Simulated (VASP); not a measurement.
# LiCl (Fm-3m) in VASP: further runs

The runs below take LiCl through single point, with PBEsol+D4, PBE.

Everything below comes from runs of VASP 6.6.1. Logs are shortened: lines on timing, memory, paths and dates and some standing lists are left out, and cuts for length are marked.

### Step 1. The cell of the first run

It takes space group Fm-3m (No. 225, cubic). The conventional cell has a = 5.032 Å, b = 5.032 Å, c = 5.032 Å, α = 90.00°, β = 90.00°, γ = 90.00°. Cl (site symmetry m-3m) has 6 Li at 2.52 Å within 3.3 Å. Within 3.3 Å of Li (site symmetry m-3m) lie 6 Cl at 2.52 Å.

### Step 2. Single point, PBEsol+D4

File INCAR:

```
  PREC = Accurate
  ENCUT = 520
  EDIFF = 1E-7
  ISMEAR = -1
  SIGMA = 0.05
  LREAL = F
  LASPH = T
  NELM = 100
  ALGO = Normal
  ISIF = 2
  LWAVE = F
  LCHARG = F
  GGA = PS
  IVDW = 13
  NBANDS = 12
```

File KPOINTS:

```
Automatic mesh
0
Gamma
  9 9 9
```

File POSCAR:

```
LiCl
1.0
    0.0000000000      2.5158217678      2.5158217678
    2.5158217678      0.0000000000      2.5158217678
    2.5158217678      2.5158217678      0.0000000000
Cl Li
1 1
Direct
    0.5000000000      0.5000000000      0.5000000000
    0.0000000000      0.0000000000      0.0000000000
```

Potentials or basis: VASP PAW PBE potentials, release 64 (Cl, Li_sv).

Run with:

```console
> cat potpaw_PBE.64/Cl/POTCAR potpaw_PBE.64/Li_sv/POTCAR > POTCAR
> mpirun -np 1 vasp_std > vasp.out
```

OUTCAR:

```text
PREC = Accurate
   ENCUT = 520
   EDIFF = 1E-7
   ISMEAR = -1
   LREAL = F
   LASPH = T
   NELM = 100
   ISIF = 2
   GGA = PS
   IVDW = 13

 ion  position               nearest neighbor table
   1  0.500  0.500  0.500-   2 2.52   2 2.52   2 2.52   2 2.52   2 2.52   2 2.52
   2  0.000  0.000  0.000-   1 2.52   1 2.52   1 2.52   1 2.52   1 2.52   1 2.52

  LATTYP: Found a face centered cubic cell.
 ALAT       =     5.0316435356

  Lattice vectors:

 A1 = (   0.0000000000,   2.5158217678,   2.5158217678)
 A2 = (   2.5158217678,   0.0000000000,   2.5158217678)
 A3 = (   2.5158217678,   2.5158217678,   0.0000000000)

Analysis of symmetry for initial positions (statically):
=====================================================================
 Subroutine PRICEL returns:
 Original cell was already a primitive cell.

 Routine SETGRP: Setting up the symmetry group for a
 face centered cubic supercell.

 Subroutine GETGRP returns: Found 48 space group operations
 (whereof 48 operations were pure point group operations)
 out of a pool of 48 trial point group operations.

The static configuration has the point symmetry O_h .

Analysis of symmetry for dynamics (positions and initial velocities):
=====================================================================
 Subroutine PRICEL returns:
 Original cell was already a primitive cell.

 Routine SETGRP: Setting up the symmetry group for a
 face centered cubic supercell.

 Subroutine GETGRP returns: Found 48 space group operations
 (whereof 48 operations were pure point group operations)
 out of a pool of 48 trial point group operations.

The dynamic configuration has the point symmetry O_h .

 Subroutine INISYM returns: Found 48 space group operations
 (whereof 48 operations are pure point group operations),
 and found     1 'primitive' translations

----------------------------------------------------------------------------------------

                                     Primitive cell

  volume of cell :      31.8471

  direct lattice vectors                    reciprocal lattice vectors
     0.000000000  2.515821768  2.515821768    -0.198742219  0.198742219  0.198742219
     2.515821768  0.000000000  2.515821768     0.198742219 -0.198742219  0.198742219
     2.515821768  2.515821768  0.000000000     0.198742219  0.198742219 -0.198742219

  length of vectors
     3.557909265  3.557909265  3.557909265     0.344231620  0.344231620  0.344231620

  position of ions in fractional coordinates (direct lattice)
     0.500000000  0.500000000  0.500000000
     0.000000000  0.000000000  0.000000000

  ion indices of the primitive-cell ions
   primitive index   ion index
                 1           1
                 2           2

----------------------------------------------------------------------------------------

 KPOINTS: Automatic mesh

Automatic generation of k-mesh.
 Grid dimensions read from file:
 generate k-points for:    9    9    9

 Generating k-lattice:

  Cartesian coordinates                     Fractional coordinates (reciprocal lattice)
    -0.022082469  0.022082469  0.022082469     0.111111111  0.000000000  0.000000000
     0.022082469 -0.022082469  0.022082469     0.000000000  0.111111111  0.000000000
     0.022082469  0.022082469 -0.022082469     0.000000000  0.000000000  0.111111111

  Length of vectors
     0.038247958  0.038247958  0.038247958

  Shift w.r.t. Gamma in fractional coordinates (k-lattice)
     0.000000000  0.000000000  0.000000000

 Subroutine IBZKPT returns following result:
 ===========================================

 Found     35 irreducible k-points:

 Following reciprocal coordinates:
            Coordinates               Weight
  0.000000  0.000000  0.000000      1.000000
  0.111111  0.000000  0.000000      8.000000
  0.222222  0.000000  0.000000      8.000000
  0.333333  0.000000  0.000000      8.000000
  0.444444  0.000000  0.000000      8.000000
  0.111111  0.111111  0.000000      6.000000
[... 16 lines left out ...]
 -0.333333  0.333333  0.000000     12.000000
  0.444444  0.444444  0.000000      6.000000
 [... further k-points ...]
   k-points           NKPTS =     35   k-points in BZ     NKDIM =     35   number of bands    NBANDS=     12
   number of dos      NEDOS =    301   number of ions     NIONS =      2
   total plane-waves  NPLWV =  21952
   dimension x,y,z NGX =    28 NGY =   28 NGZ =   28
   dimension x,y,z NGXF=    56 NGYF=   56 NGZF=   56
   ions per type =               1   1
   NGX,Y,Z   is equivalent  to a cutoff of  13.08, 13.08, 13.08 a.u.
   NGXF,Y,Z  is equivalent  to a cutoff of  26.17, 26.17, 26.17 a.u.
 SYSTEM =  unknown system
   PREC   = accura    normal or accurate (medium, high low for compatibility)
   ISTART =      0    job   : 0-new  1-cont  2-samecut
   ICHARG =      2    charge: 1-file 2-atom 10-const
   ISPIN  =      1    spin polarized calculation?
   LNONCOLLINEAR =      F non collinear calculations
   LSORBIT =      F    spin-orbit coupling
   LASPH  =      T    aspherical Exc in radial PAW
   ENCUT  =  520.0 eV  38.22 Ry    6.18 a.u.   6.62  6.62  6.62*2*pi/ulx,y,z
   NELM   =    100;   NELMIN=  2; NELMDL= -5     # of ELM steps
   EDIFF  = 0.1E-06   stopping-criterion for ELM
   LREAL  =      F    real-space projection
   EDIFFG = 0.1E-05   stopping-criterion for IOM
   NSW    =      0    number of steps for IOM
   IBRION =     -1    ionic relax: 0-MD 1-quasi-New 2-CG
   NFREE  =      0    steps in history (QN), initial steepest desc. (CG)
   ISIF   =      2    stress and relaxation
   ISYM   =      2    0-nonsym 1-usesym 2-fastsym
   POTIM  = 0.5000    time-step for ionic-motion
   TEBEG  =    0.0;   TEEND  =   0.0 temperature during run
   PSTRESS=    0.0 pullay stress
   NELECT =      10.0000    total number of electrons
   NUPDOWN=      -1.0000    fix difference up-down
   EMIN   =  10.00;   EMAX   =-10.00  energy-range for DOS
   EFERMI =   0.00;   METHOD = LEGACY
   ISMEAR =    -1;   SIGMA  =   0.05  broadening in eV -4-tet -1-fermi 0-gaus
   EFERMI_NEDOS =   21; number of points for ismear=-14 and -15
   IALGO  =     38    algorithm
   IMIX   =      4    mixing-type and parameters
     AMIX     =   0.40;   BMIX     =  1.00
     AMIX_MAG =   1.60;   BMIX_MAG =  1.00
  volume/ion in A,a.u.               =      15.92       107.46
  Fermi-wavevector in a.u.,A,eV,Ry     =   1.112718  2.102731 16.845924  1.238140
  Thomas-Fermi vector in A             =   2.249295
   LORBIT       =      0    0 simple, 1 ext, 2 COOP (PROOUT), +10 PAW based schemes
   GGA     = PS    functional components
   LHFCALC =     F    Hartree Fock is set to
   AEXX    =    0.0000 exact exchange contribution
   IVDW    =    13    specifies the selected vdW correction
   LEPSILON=     F    determine dielectric tensor
   LRPA    =     F    only Hartree local field effects (RPA)
 non-spin polarized calculation
  energy-cutoff  :      520.00
  volume of cell :       31.85
 maximum number of plane-waves:       881
   NGX = 13   NGY = 13   NGZ = 13

 number of electron      10.0000000 magnetization

 number of electron       9.9999993 magnetization

 Free energy of the ion-electron system (eV)
  ---------------------------------------------------
  ext. energy  EPLUGINS =         0.00000000
  ---------------------------------------------------
  free energy    TOTEN  =        -7.63762927 eV

  energy without entropy =       -7.63762927  energy(sigma->0) =       -7.63762927

 E-fermi :   2.2203     XC(G=0):  -9.1642

 val. band max:        0.9849073068   @ k =   0.0000   0.0000   0.0000
 cond. band min:       7.4630459305   @ k =   0.0000   0.0000   0.0000
 fundamental gap:      6.4781386236
 Fermi energy:         2.2202945376

 k-point     1 :       0.0000    0.0000    0.0000
  band No.  band energies     occupation
      1     -41.7409      2.00000
      2     -12.6229      2.00000
      3       0.9849      2.00000
      4       0.9849      2.00000
      5       0.9849      2.00000
      6       7.4630      0.00000
      7      12.8408      0.00000
      8      12.8408      0.00000
      9      12.8408      0.00000
     10      15.7263      0.00000
     11      15.7263      0.00000
     12      15.7351      0.00000

 k-point     2 :       0.1111    0.0000    0.0000
  band No.  band energies     occupation
      1     -41.7404      2.00000
      2     -12.5540      2.00000
      3       0.5112      2.00000
      4       0.9474      2.00000
      5       0.9474      2.00000
      6       7.8535      0.00000
      7      12.1622      0.00000
      8      12.8429      0.00000
      9      12.8429      0.00000
     10      14.1944      0.00000
     11      14.1944      0.00000
     12      16.1231      0.00000

 k-point     3 :       0.2222    0.0000    0.0000
  band No.  band energies     occupation
      1     -41.7392      2.00000
      2     -12.3704      2.00000
      3      -0.5007      2.00000
      4       0.8573      2.00000
      5       0.8573      2.00000
      6       8.2550      0.00000
      7      11.9004      0.00000
      8      11.9127      0.00000
      9      11.9127      0.00000
     10      14.6642      0.00000
     11      14.6642      0.00000
     12      16.6303      0.00000

 k-point     4 :       0.3333    0.0000    0.0000
  band No.  band energies     occupation
      1     -41.7377      2.00000
      2     -12.1435      2.00000
      3      -1.4750      2.00000
      4       0.7622      2.00000
      5       0.7622      2.00000
      6       7.9682      0.00000
      7      10.9630      0.00000
      8      10.9630      0.00000
      9      12.9712      0.00000
     10      16.1783      0.00000
     11      16.1783      0.00000
     12      17.2139      0.00000

 k-point     5 :       0.4444    0.0000    0.0000
  band No.  band energies     occupation
      1     -41.7368      2.00000
      2     -11.9829      2.00000
      3      -2.0556      2.00000
      4       0.7041      2.00000
      5       0.7041      2.00000
      6       7.6469      0.00000
      7      10.4605      0.00000
      8      10.4605      0.00000
      9      14.2030      0.00000
     10      17.8797      0.00000
     11      17.9496      0.00000
     12      17.9496      0.00000
[... 228 lines left out ...]
      1     -41.7360      2.00000
      2     -11.7974      2.00000
      3      -1.8459      2.00000
      4      -0.2853      2.00000
      5      -0.0667      2.00000
      6       9.1427      0.00000
      7       9.6711      0.00000
      8      12.3456      0.00000
      9      14.0066      0.00000
     10      15.1416      0.00000
     11      18.7018      0.00000
     12      20.2586      0.00000

 k-point    22 :      -0.4444    0.3333    0.0000
  band No.  band energies     occupation
      1     -41.7356      2.00000
      2     -11.7174      2.00000
      3      -1.8705      2.00000
      4      -0.8038      2.00000
      5       0.0193      2.00000
      6       8.9927      0.00000
      7      10.6460      0.00000
      8      12.5037      0.00000
      9      13.0331      0.00000
     10      15.4019      0.00000
     11      18.6535      0.00000
     12      20.0470      0.00000

 k-point    23 :      -0.3333    0.3333    0.0000
  band No.  band energies     occupation
      1     -41.7357      2.00000
      2     -11.7513      2.00000
      3      -1.4712      2.00000
      4      -1.2800      2.00000
      5       0.2533      2.00000
      6       9.0203      0.00000
      7      11.7630      0.00000
      8      12.0530      0.00000
      9      12.0539      0.00000
     10      15.7116      0.00000
     11      17.2074      0.00000
     12      19.7774      0.00000

 k-point    24 :       0.4444    0.4444    0.0000
  band No.  band energies     occupation
      1     -41.7356      2.00000
      2     -11.7017      2.00000
      3      -2.1572      2.00000
      4      -0.2204      2.00000
      5      -0.2204      2.00000
      6       8.9380      0.00000
      7       9.0478      0.00000
      8      13.4667      0.00000
      9      15.2445      0.00000
     10      15.2445      0.00000
     11      18.1577      0.00000
     12      20.0779      0.00000

 [... further k-points ...]

------------------------ aborting loop because EDIFF is reached ----------------------------------------

  DFT-D4 for vdW energy calculation

  Edisp (eV):   -0.14559

  FORCE on cell =-STRESS in cart. coord.  units (eV):
  Direction    XX          YY          ZZ          XY          YZ          ZX
  --------------------------------------------------------------------------------------
  -------------------------------------------------------------------------------------
  Total      -0.00940    -0.00940    -0.00940    -0.00000    -0.00000     0.00000
  in kB      -0.47273    -0.47273    -0.47273    -0.00000    -0.00000     0.00000
  external pressure =       -0.47 kB  Pullay stress =        0.00 kB

 VOLUME and BASIS-vectors are now :
 -----------------------------------------------------------------------------
  energy-cutoff  :      520.00
  volume of cell :       31.85
      direct lattice vectors                 reciprocal lattice vectors
     0.000000000  2.515821768  2.515821768    -0.198742219  0.198742219  0.198742219
     2.515821768  0.000000000  2.515821768     0.198742219 -0.198742219  0.198742219
     2.515821768  2.515821768  0.000000000     0.198742219  0.198742219 -0.198742219

 POSITION                                       TOTAL-FORCE (eV/Angst)
 -----------------------------------------------------------------------------------
      2.51582      2.51582      2.51582        -0.000000     -0.000000      0.000000
      0.00000      0.00000      0.00000         0.000000      0.000000      0.000000
 -----------------------------------------------------------------------------------
    total drift:                                0.000000      0.000000      0.000000

  FREE ENERGIE OF THE ION-ELECTRON SYSTEM (eV)
  ---------------------------------------------------
  free  energy   TOTEN  =        -7.7832235863 eV

  energy  without entropy=       -7.7832235863  energy(sigma->0) =       -7.78322359
```

It took 11 s on 1 thread of AMD EPYC 9R45 (Zen 5), shared host; peak memory 0.12 GiB.

What came out:

- Free energy: -7.7832 eV
- Band gap on the k mesh: 6.48 eV, direct
- Dispersion energy per atom: -0.073 eV

Caveat: the cutoff is under 1.25 times the usual one of these potentials, so pressure, stress and relaxed cells hold a basis-set (Pulay) error; the PAW data sets were made with another functional, which shifts forces and pressure a little. PBEsol gaps usually lie below the measured ones, often by a third to a half.

### Step 3. Single point, PBE

This run uses another cell than the first one, of 16.87 Å³/atom, 1.060 times its volume.

File INCAR:

```
  PREC = Accurate
  ENCUT = 520
  EDIFF = 1E-7
  ISMEAR = 0
  SIGMA = 0.028000000000000004
  LREAL = False
  LASPH = True
  NELM = 80
  ALGO = Normal
  ISIF = 2
  LWAVE = False
  LCHARG = False
  GGA = PE
  NBANDS = 12
```

File KPOINTS:

```
regular mesh
0
Gamma
  9 9 9
```

File POSCAR:

```
LiCl
1.0
    0.0000000000      2.5647700000      2.5647700000
    2.5647700000      0.0000000000      2.5647700000
    2.5647700000      2.5647700000      0.0000000000
Cl Li
1 1
Direct
    0.5000000000      0.5000000000      0.5000000000
    0.0000000000      0.0000000000      0.0000000000
```

Potentials or basis: VASP PAW PBE potentials, release 64 (Cl, Li_sv).

Run with:

```console
> cat potpaw_PBE.64/Cl/POTCAR potpaw_PBE.64/Li_sv/POTCAR > POTCAR
> mpirun -np 1 vasp_std > vasp.out
```

Run time: 13 s. Hardware: 1 thread of AMD EPYC 9R45 (Zen 5), shared host; peak memory 0.12 GiB.

It converged, with:

```
Free energy            : -7.3858 eV
Band gap on the k mesh : 6.34 eV, direct
```

Levels at points of the mesh, in eV from the valence-band top:
| k point | band 1 | band 2 | band 3 | band 4 | band 5 | band 6 | band 7 | band 8 | band 9 | band 10 |
| --- | --- | --- | --- | --- | --- | --- | --- | --- | --- | --- |
| (0.00, 0.00, 0.00) | -43.52 | -13.40 | 0.00 | 0.00 | 0.00 | 6.34 | 11.94 | 11.94 | 11.94 | 14.53 |

Caveat: the cutoff is under 1.25 times the usual one of these potentials, so pressure, stress and relaxed cells hold a basis-set (Pulay) error. A k mesh can miss the band edges.

### Step 4. Single point, PBE

This run uses another cell than the first one, of 16.87 Å³/atom, 1.060 times its volume.

File INCAR:

```
PREC     = Accurate       # precision mode
ENCUT    = 520            # plane-wave cutoff, eV
EDIFF    = 1E-6           # SCF threshold, eV
ISMEAR   = 0              # smearing method
SIGMA    = 0.018000000000000002 # smearing width, eV
LREAL    = F              # projectors in reciprocal space
LASPH    = T              # aspherical terms in the spheres
NELM     = 100            # most SCF steps
ALGO     = Normal         # electronic algorithm
ISIF     = 2              # what is computed and relaxed
LWAVE    = F              # write WAVECAR
LCHARG   = F              # write CHGCAR
GGA      = PE             # functional
NBANDS   = 12             # bands
```

KPOINTS is that of step 3.

POSCAR is that of step 3.

Run with:

```console
> cat potpaw_PBE.64/Cl/POTCAR potpaw_PBE.64/Li_sv/POTCAR > POTCAR
> mpirun -np 1 vasp_std > vasp.out
```

Run time: 10 s. Hardware: 1 thread of AMD EPYC 9R45 (Zen 5), shared host; peak memory 0.12 GiB.

The run converged. Its results:

```yaml
Free_energy: -7.3858 eV
Band_gap_on_the_k_mesh: 6.34 eV, direct
```

Levels at points of the mesh, in eV from the valence-band top:
```csv
k point,band 2,band 3,band 4,band 5,band 6,band 7,band 8,band 9
"(0.00, 0.00, 0.00)",-13.40,0.00,0.00,0.00,6.34,11.94,11.94,11.94
```

Caveat: the cutoff is under 1.25 times the usual one of these potentials, so pressure, stress and relaxed cells hold a basis-set (Pulay) error. PBE gaps usually lie below the measured ones, often by a third to a half.

### Step 5. Single point, PBE

This run uses another cell than the first one, of 16.87 Å³/atom, 1.060 times its volume.

File INCAR:

```
SYSTEM = LiCl
PREC     = Accurate       ! precision mode
ENCUT    = 520            ! plane-wave cutoff, eV
EDIFF    = 1E-6           ! SCF threshold, eV
ISMEAR   = 0              ! smearing method
SIGMA    = 0.05           ! smearing width, eV
LREAL    = .FALSE.        ! projectors in reciprocal space
LASPH    = .TRUE.         ! aspherical terms in the spheres
NELM     = 80             ! most SCF steps
ALGO     = Normal         ! electronic algorithm
ISIF     = 2              ! what is computed and relaxed
LWAVE    = .FALSE.        ! write WAVECAR
LCHARG   = .FALSE.        ! write CHGCAR
GGA      = PE             ! functional
NBANDS   = 12             ! bands
```

File KPOINTS:

```
regular mesh
0
G
  9 9 9
  0 0 0
```

POSCAR is that of step 4.

Run with:

```console
> cat potpaw_PBE.64/Cl/POTCAR potpaw_PBE.64/Li_sv/POTCAR > POTCAR
> mpirun -np 1 vasp_std > vasp.out
```

Run time: 9.1 s. Hardware: 1 thread of AMD EPYC 9R45 (Zen 5), shared host; peak memory 0.12 GiB.

It converged, with:

```
Free energy            : -7.3858 eV
Band gap on the k mesh : 6.34 eV, direct
```

Levels at points of the mesh, in eV from the valence-band top:
```
           k point  band 3  band 4  band 5  band 6  band 7  band 8
(0.00, 0.00, 0.00)    0.00    0.00    0.00    6.34   11.94   11.94
```

Caveat: the cutoff is under 1.25 times the usual one of these potentials, so pressure, stress and relaxed cells hold a basis-set (Pulay) error. A k mesh can miss the band edges.

### Step 6. Overview

| level | cell | smearing | gap on the mesh (eV) |
| --- | --- | --- | --- |
| PBEsol+D4 | a = 3.558 Å, angles 60.0°, 2 atoms | fermi-dirac 0.05 eV | 6.48 |
| PBE | a = 3.627 Å, angles 60.0°, 2 atoms | gaussian 0.028 eV | 6.34 |
| PBE | a = 3.627 Å, angles 60.0°, 2 atoms | gaussian 0.018 eV | 6.34 |
| PBE | a = 3.627 Å, angles 60.0°, 2 atoms | gaussian 0.05 eV | 6.34 |

Alike in all rows: task single point; potentials or basis VASP PAW PBE potentials, release 64 (Cl, Li_sv); no spin polarisation; k mesh 9 × 9 × 9; cutoff (eV) 520.

Caveats: the cutoff is under 1.25 times the usual one of these potentials, so pressure, stress and relaxed cells hold a basis-set (Pulay) error; the PAW data sets were made with another functional, which shifts forces and pressure a little (some runs).

Absolute energies hang on the potentials; compare differences alone.
